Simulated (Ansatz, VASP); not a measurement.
Rh in VASP and in Ansatz

```
Rh
1.0
     0.00000    1.88229    1.88229
     1.85376    0.00000    1.88229
     1.85376    1.88229    0.00000
Rh
1
Direct
  0.00000 0.00000 0.00000
```

Alike in both runs: task single point; functional PBEsol; k mesh 16 × 16 × 16; occupations gaussian, width 0.1 eV; no spin polarisation.

|  | VASP | Ansatz |
| --- | --- | --- |
| version | VASP 6.6.1 | Ansatz 0.2.0 |
| potentials or method | VASP PAW PBE potentials, release 64 (Rh_pv), cutoff 520 eV | scalar-relativistic, plane waves, PAW |
| valence electrons in the cell | 15 | 17 |

```tsv
	VASP	Ansatz	Ansatz less VASP
gap on the k mesh at the Fermi level (eV)	none	none	-
pressure (GPa)	8.8	8.8	+0.09
traceless stress, the component that is largest in VASP (GPa)	2.78	2.78	+0.007
```

VASP's potentials were made for PBE, not for PBEsol. A gap of «none» marks a metal or a gap that the smearing closes. With one functional, cell and mesh, what is left measures potentials, basis and numerics. VASP's potentials hold 15 valence electrons a cell and Ansatz's 17, so a difference there can come from the potentials and not from the codes.
